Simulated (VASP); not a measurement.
# Se (R-3) in VASP: a series of runs, part 2 of 2

VASP 6.6.1. The steps go on from the part before.

### Step 3. Relaxation of cell and atoms, PBE

This run uses another cell than the first one, of 27.51 Å³/atom.

Input file INCAR:

```
PREC = Accurate ; ENCUT = 600
EDIFF = 1E-6 ; ISMEAR = -1
SIGMA = 0.05 ; LREAL = F
LASPH = T ; NELM = 80
ALGO = Normal ; ISIF = 3
LWAVE = F ; LCHARG = F
GGA = PE ; IBRION = 2
NSW = 80 ; EDIFFG = -0.01
```

Input file KPOINTS:

```
Automatic mesh
0
Gamma
  4 4 4
```

Input file POSCAR:

```
Se
1.0
    5.6809998619      3.2799267995      1.4763300000
   -5.6809998619      3.2799267995      1.4763300000
    0.0000000000     -6.5598535991      1.4763300000
Se
6
Direct
    0.2806600000      0.1625100000      0.9181800000
    0.9181800000      0.2806600000      0.1625100000
    0.1625100000      0.9181800000      0.2806600000
    0.7193400000      0.8374900000      0.0818200000
    0.0818200000      0.7193400000      0.8374900000
    0.8374900000      0.0818200000      0.7193400000
```

Potentials or basis: VASP PAW PBE potentials, release 64 (Se).

Command:

```
cat potpaw_PBE.64/Se/POTCAR > POTCAR
mpirun -np 1 vasp_std > vasp.out
```

OUTCAR:

```text
PREC = Accurate
   ENCUT = 600
   EDIFF = 1E-6
   ISMEAR = -1
   LREAL = F
   LASPH = T
   NELM = 80
   ISIF = 3
   GGA = PE
   IBRION = 2
   NSW = 80
   EDIFFG = -0.01

 ion  position               nearest neighbor table
   1  0.281  0.163  0.918-   5 2.36   6 2.36
   2  0.918  0.281  0.163-   4 2.36   6 2.36
   3  0.163  0.918  0.281-   4 2.36   5 2.36
   4  0.719  0.837  0.082-   2 2.36   3 2.36
   5  0.082  0.719  0.837-   1 2.36   3 2.36
   6  0.837  0.082  0.719-   1 2.36   2 2.36

  LATTYP: Found a trigonal (rhomboedric) cell.
 ALAT       =     6.7239296182
 COS(alpha) =    -0.4276877573

  Lattice vectors:

 A1 = (   5.6809998619,   3.2799267995,   1.4763300000)
 A2 = (  -5.6809998619,   3.2799267995,   1.4763300000)
 A3 = (   0.0000000000,  -6.5598535991,   1.4763300000)

Analysis of symmetry for initial positions (statically):
=====================================================================
 Subroutine PRICEL returns:
 Original cell was already a primitive cell.

 Routine SETGRP: Setting up the symmetry group for a
 trigonal (rhombohedral) supercell.

 Subroutine GETGRP returns: Found  6 space group operations
[... 163 lines left out ...]
  energy without entropy =      -20.69869449  energy(sigma->0) =      -20.69869491

------------------------ aborting loop because EDIFF is reached ----------------------------------------

  FORCE on cell =-STRESS in cart. coord.  units (eV):
  Direction    XX          YY          ZZ          XY          YZ          ZX
  --------------------------------------------------------------------------------------
  -------------------------------------------------------------------------------------
  Total        3.0654794      3.0654794      2.5846669      0.0000004     -0.0000000      0.0000000
  in kB       29.7567402     29.7567402     25.0894728      0.0000043     -0.0000000      0.0000000
  external PRESSURE =      28.2009844 kB  Pullay stress =       0.0000000 kB
[... 101 lines left out ...]
  FREE ENERGIE OF THE ION-ELECTRON SYSTEM (eV)
  ---------------------------------------------------
  free  energy   TOTEN  =       -20.7658740210 eV

  energy  without entropy=      -20.7658719112  energy(sigma->0) =      -20.76587297

[... ionic steps 4 to 19 ...]

--------------------------------------- Ionic step       20  -------------------------------------------

 number of electron      35.9999997 magnetization

------------------------ aborting loop because EDIFF is reached ----------------------------------------
[... 75 lines left out ...]
--------------------------------------- Ionic step       22  -------------------------------------------

 number of electron      35.9999998 magnetization

 Free energy of the ion-electron system (eV)
  ---------------------------------------------------
  ext. energy  EPLUGINS =         0.00000000
  ---------------------------------------------------
  free energy    TOTEN  =       -20.89728527 eV

  energy without entropy =      -20.89728521  energy(sigma->0) =      -20.89728524

 E-fermi :   1.5690     XC(G=0):  -7.8592

 val. band max:        0.7769340084   @ k =   0.5000   0.0000  -0.0000
 cond. band min:       2.3760430264   @ k =  -0.2500   0.2500   0.2500
 fundamental gap:      1.5991090180
 Fermi energy:         1.5690016215

 k-point     1 :       0.0000    0.0000    0.0000
  band No.  band energies     occupation
      1     -14.2969      2.00000
      2     -12.7365      2.00000
      3     -12.7365      2.00000
      4     -10.5537      2.00000
      5     -10.5537      2.00000
      6      -9.2869      2.00000
[... 372 lines left out ...]
  FREE ENERGIE OF THE ION-ELECTRON SYSTEM (eV)
  ---------------------------------------------------
  free  energy   TOTEN  =       -20.8972852744 eV

  energy  without entropy=      -20.8972852070  energy(sigma->0) =      -20.89728524

 reached required accuracy - stopping structural energy minimisation
```

It took 22 min on 1 thread of Oxide Virtual Turin-like, shared host; peak memory 0.38 GiB.

Results:

- Free energy: -20.8973 eV
- Relaxed volume: 32.91 Å³/atom
- Relaxed cell: a = 6.657 Å, b = 6.657 Å, c = 6.657 Å, α = 112.52°, β = 112.52°, γ = 112.52°
- Space group after relaxing (to 0.1 Å): R-3 (No. 148)
- Energy gained by relaxing: 33.1 meV/atom
- Ionic steps: 22
- Pressure after relaxing: 0.0 GPa
- Largest force after relaxing: 0.006 eV/Å
- Band gap on the k mesh: 1.60 eV (least direct gap 1.64 eV)

Forces on the atoms (eV/Å):
```
Se   0.000  0.004  0.003
Se  -0.004 -0.002  0.003
Se   0.004 -0.003  0.003
Se   0.000 -0.004 -0.003
Se   0.004  0.002 -0.003
Se  -0.004  0.003 -0.003
```

Step by step:
```tsv
step	energy change (eV)	largest force (eV/Å)	pressure (GPa)	volume (Å³)
1	0.0000	0.5072	2.82	165.05
2	-0.0043	0.5788	-2.06	176.89
3	-0.0672	0.1309	0.14	170.85
4	-0.0776	0.1245	0.12	171.94
5	-0.1047	0.1044	0.08	175.19
6	-0.1427	0.0746	0.11	181.63
7	-0.1717	0.1690	0.46	194.24
8	-0.1700	0.1717	-0.76	200.22
9	-0.1767	0.0483	-0.13	196.98
10	-0.1785	0.0460	-0.13	197.14
11	-0.1836	0.0404	-0.15	197.60
12	-0.1908	0.0342	-0.15	198.43
13	-0.1927	0.0551	-0.06	199.72
14	-0.1942	0.0383	-0.09	199.22
15	-0.1895	0.1791	0.67	196.64
16	-0.1946	0.0477	0.08	198.62
17	-0.1960	0.0341	0.05	198.40
18	-0.1969	0.0386	0.00	198.02
19	-0.1981	0.0238	-0.05	197.88
20	-0.1985	0.0187	-0.09	197.76
21	-0.1966	0.1037	0.36	196.13
22	-0.1986	0.0057	0.00	197.44
```

Final structure:
```cif
data_structure
_symmetry_space_group_name_H-M 'P 1'
_symmetry_Int_Tables_number 1
_cell_length_a 6.6573
_cell_length_b 6.6573
_cell_length_c 6.6573
_cell_angle_alpha 112.515
_cell_angle_beta 112.515
_cell_angle_gamma 112.515
_cell_volume 197.44
loop_
_atom_site_label
_atom_site_type_symbol
_atom_site_fract_x
_atom_site_fract_y
_atom_site_fract_z
_atom_site_occupancy
Se1 Se 0.26651 0.13848 0.88667 1
Se2 Se 0.88667 0.26651 0.13848 1
Se3 Se 0.13848 0.88667 0.26651 1
Se4 Se 0.73349 0.86152 0.11333 1
Se5 Se 0.11333 0.73349 0.86152 1
Se6 Se 0.86152 0.11333 0.73349 1
```

Caveat: the volume moved by over 15 % at a fixed basis, so the end points are rough; this functional lacks dispersion, which holds the molecules together, so the pressure and a relaxed volume are unreliable. As with any semilocal functional, this PBE gap is likely too small.

### Step 4. Single point, PBE

Input file INCAR:

```
SYSTEM = Se
PREC     = Accurate       ! precision mode
ENCUT    = 520            ! plane-wave cutoff, eV
EDIFF    = 1E-6           ! SCF threshold, eV
ISMEAR   = -1             ! smearing method
SIGMA    = 0.05           ! smearing width, eV
LREAL    = .FALSE.        ! projectors in reciprocal space
LASPH    = .TRUE.         ! aspherical terms in the spheres
NELM     = 100            ! most SCF steps
ALGO     = Normal         ! electronic algorithm
ISIF     = 2              ! what is computed and relaxed
LWAVE    = .FALSE.        ! write WAVECAR
LCHARG   = .FALSE.        ! write CHGCAR
GGA      = PE             ! functional
NBANDS   = 27             ! bands
```

Input file KPOINTS:

```
Automatic mesh
0
G
  6 6 6
  0 0 0
```

Input file POSCAR:

```
Se
1.0
    5.5265768584      3.1907706369      1.8699816938
   -5.5265768584      3.1907706369      1.8699816938
    0.0000000000     -6.3815412738      1.8699816937
Se
6
Direct
    0.2658269698      0.1381413267      0.8857777109
    0.8857777109      0.2658269698      0.1381413267
    0.1381413267      0.8857777109      0.2658269698
    0.7341730302      0.8618586733      0.1142222891
    0.1142222891      0.7341730302      0.8618586733
    0.8618586733      0.1142222891      0.7341730302
```

Command:

```
cat potpaw_PBE.64/Se/POTCAR > POTCAR
mpirun -np 1 vasp_std > vasp.out
```

It took 4.6 min on 1 thread of Oxide Virtual Turin-like, shared host; peak memory 0.38 GiB.

Results (log left out):

```yaml
Free_energy: -20.8993 eV
Pressure: 0.1 GPa
Largest_force: 0.033 eV/Å
Band_gap_on_the_k_mesh: 1.57 eV (least direct gap 1.65 eV)
```

Forces in eV/Å, atoms in the order of the input:
```
Se   0.005  0.020  0.026
Se  -0.020 -0.005  0.026
Se   0.014 -0.015  0.026
Se  -0.005 -0.020 -0.026
Se   0.020  0.005 -0.026
Se  -0.014  0.015 -0.026
```

Levels at points of the mesh, in eV from the valence-band top:
```
           k point  band 14  band 15  band 16  band 17  band 18  band 19  band 20  band 21  band 22  band 23
(0.00, 0.00, 0.00)    -0.59    -0.59    -0.55    -0.32    -0.32     2.21     2.21     2.66     3.01     3.01
(0.50, 0.00, 0.00)    -0.95    -0.95    -0.57    -0.17     0.00     2.16     2.34     2.54     2.88     3.14
(0.50, 0.50, 0.00)    -1.20    -1.02    -0.92    -0.68     0.00     1.64     2.26     2.57     2.64     3.27
(0.50, 0.50, 0.50)    -0.98    -0.98    -0.90    -0.90    -0.55     1.82     1.82     2.54     3.26     3.83
```

Caveat: this functional lacks dispersion, which holds the molecules together, so the pressure and a relaxed volume are unreliable. A k mesh can miss the band edges.

### Step 5. Summary

```csv
task,cell,k mesh,cutoff (eV),gap on the mesh (eV),pressure (GPa),largest force (eV/Å)
single point,"a = 6.650 Å, angles 112.4°, 6 atoms, atomic positions A",4 × 4 × 4,520,1.61,0.1,0.03
relaxation of cell and atoms,"relaxed from a = 6.724 Å, angles 115.3°, 6 atoms, atomic positions B",4 × 4 × 4,600,1.60,0.0,0.01
single point,"a = 6.650 Å, angles 112.4°, 6 atoms, atomic positions A",6 × 6 × 6,520,1.57,0.1,0.03
```

Alike in all rows: level PBE; potentials or basis VASP PAW PBE potentials, release 64 (Se); no spin polarisation; smearing fermi-dirac 0.05 eV.

Caveats: this functional lacks dispersion, which holds the molecules together, so the pressure and a relaxed volume are unreliable; the volume moved by over 15 % at a fixed basis, so the end points are rough (at least some runs).

Total energies depend on the potentials used, so only differences within one code and one set of settings carry meaning.
